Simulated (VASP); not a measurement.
Ta3In2Se6:

```
CELL_PARAMETERS angstrom
3.49436 0.00000 0.00000
-1.74718 3.02621 0.00000
0.00000 0.00000 25.93363
ATOMIC_POSITIONS crystal
Ta 0.00000 0.00000 0.00000
Ta 0.00000 0.00000 0.66710
Ta 0.00000 0.00000 0.33290
In 0.00000 0.00000 0.16763
In 0.00000 0.00000 0.83237
Se 0.66667 0.33333 0.06437
Se 0.66667 0.33333 0.73191
Se 0.66667 0.33333 0.39679
Se 0.66667 0.33333 0.93563
Se 0.66667 0.33333 0.60321
Se 0.66667 0.33333 0.26809
```

| Property | Result |
| --- | --- |
| Program | VASP 6.6.1 |
| Task | relaxation of cell and atoms |
| Functional | PBEsol |
| Potentials or basis | VASP PAW PBE potentials, release 64 (Ta_pv, In_d, Se) |
| Cutoff | 600 eV |
| k mesh | 6 × 6 × 1 |
| Occupations | gaussian, width 0.1 eV |
| Spin | no spin polarisation |

At the start: pressure -3.6 GPa; volume 24.93 Å³/atom.

Where does the relaxation end?

Over 12 steps the energy falls by 14.2 meV/atom and the volume is 23.52 Å³/atom (-5.7 %); space group P-6m2 (No. 187, to 0.05 Å).

The path:
```tsv
step	energy change (eV)	largest force (eV/Å)	pressure (GPa)	volume (Å³)
1	0.0000	0.4820	-3.59	274.24
2	0.0870	1.1721	5.09	252.68
3	-0.1207	0.2896	-0.20	264.59
4	-0.1207	0.2997	-0.14	264.40
5	-0.1354	0.1942	-0.05	262.77
6	-0.1418	0.1213	0.08	260.51
7	-0.1507	0.0330	-0.05	259.91
8	-0.1547	0.1048	-0.19	259.17
9	-0.1539	0.0943	0.51	257.46
10	-0.1564	0.0428	0.13	258.39
11	-0.1565	0.0571	-0.12	259.03
12	-0.1567	0.0219	-0.01	258.74
```

Final structure:
```
Ta In Se
1.0
     3.44366    0.00000    0.00000
    -1.72183    2.98230    0.00000
     0.00000    0.00000   25.19374
Ta In Se
3 2 6
Direct
  0.00000 0.00000 0.00000
  0.00000 0.00000 0.66765
  0.00000 0.00000 0.33235
  0.00000 0.00000 0.16812
  0.00000 0.00000 0.83188
  0.66667 0.33333 0.06617
  0.66667 0.33333 0.73384
  0.66667 0.33333 0.39754
  0.66667 0.33333 0.93383
  0.66667 0.33333 0.60246
  0.66667 0.33333 0.26616
```

Caveat: the PAW data sets were made with another functional, which shifts forces and pressure a little; this functional lacks dispersion, which binds the layers, so the pressure and a relaxed spacing across them are unreliable.
